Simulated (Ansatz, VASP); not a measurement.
# TiAl3 in VASP and in Ansatz

```
CELL_PARAMETERS angstrom
3.77905 0.00000 0.00000
0.00000 3.77905 0.00000
0.00000 0.00000 4.13506
ATOMIC_POSITIONS crystal
Ti 0.00000 0.00000 0.00523
Al 0.50000 0.50000 0.98690
Al 0.50000 0.00000 0.50394
Al 0.00000 0.50000 0.50394
```

Alike in both runs: task single point; functional PBEsol; k mesh 10 × 10 × 10; occupations gaussian, width 0.1 eV; no spin polarisation.

|  | VASP | Ansatz |
| --- | --- | --- |
| version | VASP 6.6.1 | Ansatz 0.2.0 |
| potentials or method | VASP PAW PBE potentials, release 64 (Ti_sv, Al), cutoff 520 eV | scalar-relativistic, plane waves, PAW |
| valence electrons in the cell | 21 | 21 |

|  | VASP | Ansatz | Ansatz less VASP |
| --- | --- | --- | --- |
| gap on the k mesh at the Fermi level (eV) | none | none | - |
| pressure (GPa) | 6.0 | 5.9 | -0.10 |
| traceless stress, the component that is largest in VASP (GPa) | -8.06 | -8.04 | +0.027 |
| rms of the force components (eV/Å) | 0.145 | 0.144 | -0.0010 |

VASP's potentials were made for PBE, not for PBEsol. Atom by atom the forces differ by 0.001 eV/Å (rms over components). A gap of «none» marks a metal or a gap that the smearing closes. The functional is the same, so the differences come from potentials, cutoffs and numerics.
